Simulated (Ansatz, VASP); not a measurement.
## SnTe: VASP beside Ansatz

```
CELL_PARAMETERS angstrom
0.00000 3.15650 3.15650
3.15650 0.00000 3.15650
3.15650 3.15650 0.00000
ATOMIC_POSITIONS crystal
Sn 0.00000 0.00000 0.00000
Te 0.50000 0.50000 0.50280
```

Change from the starting cell: all Te atoms moved +0.013 Å, as atom 2 along Cartesian [1 1 0].

Alike in both runs: task single point; functional PBEsol; k mesh 10 × 10 × 10; occupations gaussian, width 0.03 eV; no spin polarisation.

|  | VASP | Ansatz |
| --- | --- | --- |
| version | VASP 6.6.1 | Ansatz 0.2.0 |
| potentials or method | VASP PAW PBE potentials, release 64 (Sn_d, Te), cutoff 520 eV | scalar-relativistic, plane waves, PAW |
| valence electrons in the cell | 20 | 30 |

Ansatz gave:

- gap on the k mesh at the Fermi level (eV): 0.12
- least direct gap on the mesh (eV): 0.12
- pressure (GPa): -0.5

Task: Which values does VASP return?

Result: gap on the k mesh at the Fermi level (eV): 0.13; least direct gap on the mesh (eV): 0.13; pressure (GPa): -0.6.

VASP's potentials were made for PBE, not for PBEsol. VASP's potentials hold 20 valence electrons a cell and Ansatz's 30, so a difference there can come from the potentials and not from the codes.

Neither program's run includes spin-orbit coupling.
